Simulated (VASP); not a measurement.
GaP:

```
Ga P
1.0
     0.00000    2.60477    2.60477
     2.60477    0.00000    2.60477
     2.60477    2.60477    0.00000
Ga P
1 1
Direct
  0.00000 0.00000 0.00000
  0.25000 0.25000 0.25000
```

* Program: VASP 6.6.1
* Task: relaxation of cell and atoms
* Functional: PBEsol
* Potentials or basis: VASP PAW PBE potentials, release 64 (Ga_d, P)
* Cutoff: 500 eV
* k mesh: 8 × 8 × 8
* Occupations: fermi-dirac, width 0.03 eV
* Spin: no spin polarisation

At the start: pressure 14.4 GPa; volume 17.67 Å³/atom.

Problem. How do energy, volume and symmetry change on relaxing?

Solution. Over 3 steps the energy falls by 96.6 meV/atom and the volume is 20.09 Å³/atom (+13.7 %); space group F-43m (No. 216, to 0.05 Å).

Step by step:
```
step  energy change (eV)  largest force (eV/Å)  pressure (GPa)  volume (Å³)
   1              0.0000                0.0000           14.43        35.35
   2             -0.1047                0.0000           -6.54        44.13
   3             -0.1932                0.0000           -0.07        40.18
```

Final structure:
```cif
data_structure
_symmetry_space_group_name_H-M 'P 1'
_symmetry_Int_Tables_number 1
_cell_length_a 3.8446
_cell_length_b 3.8446
_cell_length_c 3.8446
_cell_angle_alpha 60.000
_cell_angle_beta 60.000
_cell_angle_gamma 60.000
_cell_volume 40.18
loop_
_atom_site_label
_atom_site_type_symbol
_atom_site_fract_x
_atom_site_fract_y
_atom_site_fract_z
_atom_site_occupancy
Ga1 Ga 0.00000 0.00000 0.00000 1
P1 P 0.25000 0.25000 0.25000 1
```

Caveat: the PAW data sets were made with another functional, which shifts forces and pressure a little.
